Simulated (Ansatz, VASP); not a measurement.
# C11O in VASP and in Ansatz

The input INCAR:

```
ALGO = Normal
DIPOL = 0.5 0.5 0.322
EDIFF = 1E-6
ENCUT = 520
GGA = PE
IDIPOL = 3
ISIF = 2
ISMEAR = 0
IVDW = 12
LASPH = T
LCHARG = T
LDIPOL = T
LELF = T
LREAL = F
LVACPOTAV = T
LVHAR = T
LWAVE = F
NBANDS = 37
NELM = 80
PREC = Accurate
SIGMA = 0.05
```

KPOINTS

```
k-points
0
Gamma
  8 7 1
```

File POSCAR:

```
C11O
1.0
    3.6473242347      0.0000000000      0.0000000000
   -1.6658829406      3.9310150970      0.0000000000
    0.0000000000      0.0000000000     23.1809581692
C O
11 1
Direct
    0.5001799340      0.3333933113      0.1725554212
    0.4998200660      0.6666066887      0.1725554212
    0.5001799340      0.8333933113      0.2257231425
    0.4998200660      0.1666066887      0.2257231425
    0.5000212331      0.3353169669      0.2788716798
    0.4999787669      0.6646830331      0.2788716798
    0.5001286273      0.8366480408      0.3322552327
    0.4998713727      0.1633519592      0.3322552327
    0.4997623703      0.3544335274      0.3809574266
    0.5002376297      0.6455664726      0.3809574266
    0.4997623703      1.1044335274      0.5686114471
    0.4997623703      1.1044335274      0.5190017635
```

Input for Ansatz:

```yaml
crystal:
  lattice:
    - [3.6473242347, 0.0, 0.0]
    - [-1.6658829406, 3.931015097, 0.0]
    - [0.0, 0.0, 23.1809581692]
  atoms:
    - { symbol: C, position: [0.500179934, 0.3333933113, 0.1725554212] }
    - { symbol: C, position: [0.499820066, 0.6666066887, 0.1725554212] }
    - { symbol: C, position: [0.500179934, 0.8333933113, 0.2257231425] }
    - { symbol: C, position: [0.499820066, 0.1666066887, 0.2257231425] }
    - { symbol: C, position: [0.5000212331, 0.3353169669, 0.2788716798] }
    - { symbol: C, position: [0.4999787669, 0.6646830331, 0.2788716798] }
    - { symbol: C, position: [0.5001286273, 0.8366480408, 0.3322552327] }
    - { symbol: C, position: [0.4998713727, 0.1633519592, 0.3322552327] }
    - { symbol: C, position: [0.4997623703, 0.3544335274, 0.3809574266] }
    - { symbol: C, position: [0.5002376297, 0.6455664726, 0.3809574266] }
    - { symbol: O, position: [0.4997623703, 1.1044335274, 0.5190017635] }
    - { symbol: C, position: [0.4997623703, 1.1044335274, 0.5686114471] }
basis:
  ecutwfc: 420
kpoints:
  mp_grid: { grid: [8, 7, 1] }
hamiltonian:
  xc: pbe
  pseudopotentials: { kind: paw, azcp: { folder: soft_1 } }
  dispersion: d3bj
scf:
  occupations: { method: gaussian, width: 0.05 }
output:
  forces: true
  eigenvalues: true
efield:
  axis: 3
  dipole_correction: true
  ramp_width: 0.04
```

Alike in both runs: task single point; functional PBE; dispersion D3(BJ); k mesh 8 × 7 × 1; occupations gaussian, width 0.05 eV; no spin polarisation.

|  | VASP | Ansatz |
| --- | --- | --- |
| version | VASP 6.6.1 | Ansatz 0.2.0 |
| potentials or method | VASP PAW PBE potentials, release 64 (C, O), cutoff 520 eV | scalar-relativistic, plane waves, PAW |
| valence electrons in the cell | 50 | 50 |

VASP gave:

| Property | Result |
| --- | --- |
| gap on the k mesh at the Fermi level (eV) | none |
| rms of the force components (eV/Å) | 1.633 |
| work function, face that differs most (eV) | 5.81 |

Task: Estimate Ansatz's values.

Result: gap on the k mesh at the Fermi level (eV): none; rms of the force components (eV/Å): 1.670; work function, face that differs most (eV): 5.86.

A gap of «none» marks a metal or a gap that the smearing closes.

Noted on VASP's run: the standard files for N, O and F lose accuracy on very short bonds.
